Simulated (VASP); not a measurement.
Write the native input for VASP 6.6.1 that does the following.

```
Task                   : single point
Functional             : PBE
Potentials or basis    : VASP PAW PBE potentials, release 64 (Li_sv, Nb_sv, Br)
Cutoff                 : 520 eV
k mesh                 : 4 × 4 × 6
Occupations            : gaussian, width 0.1 eV
Spin                   : no spin polarisation
Dipole correction      : no
Further INCAR settings : ALGO = Normal; EDIFF = 1e-06; NBANDS = 23
```

The structure of LiNbBr2 lies in POSCAR:

```
LiNbBr2
1.0
    5.1569427011      0.0000000000      0.0000000000
    0.0000000000      5.1569427011      0.0000000000
    0.0000000000      0.0000000000      3.3356903405
Li Nb Br
1 1 2
Direct
    0.5000000000      0.5000000000      0.5000000000
    0.0000000000      0.0000000000      0.0000000000
    0.5000000000      0.0000000000      0.0000000000
    0.0000000000      0.5000000000      0.0000000000
```

These files were run (other wordings do the same):

INCAR

```
  ALGO = Normal
  EDIFF = 1E-6
  ENCUT = 520
  GGA = PE
  ISIF = 2
  ISMEAR = 0
  LASPH = True
  LCHARG = False
  LREAL = False
  LWAVE = False
  NBANDS = 23
  NELM = 100
  PREC = Accurate
  SIGMA = 0.1
```

KPOINTS

```
k-points
0
Gamma
  4 4 6
```

Potentials or basis: VASP PAW PBE potentials, release 64 (Li_sv, Nb_sv, Br).

Run with:

```bash
$ cat potpaw_PBE.64/Li_sv/POTCAR potpaw_PBE.64/Nb_sv/POTCAR potpaw_PBE.64/Br/POTCAR > POTCAR
$ mpirun -np 1 vasp_std > vasp.out
```

Results of the run:

```json
{
  "Band gap on the k mesh": "zero (bands 15 and 16 overlap by 1.90 eV)"
}
```

Run time: 85 s on 1 thread of Intel Xeon 8259CL, on a shared host, peak memory 0.22 GiB.
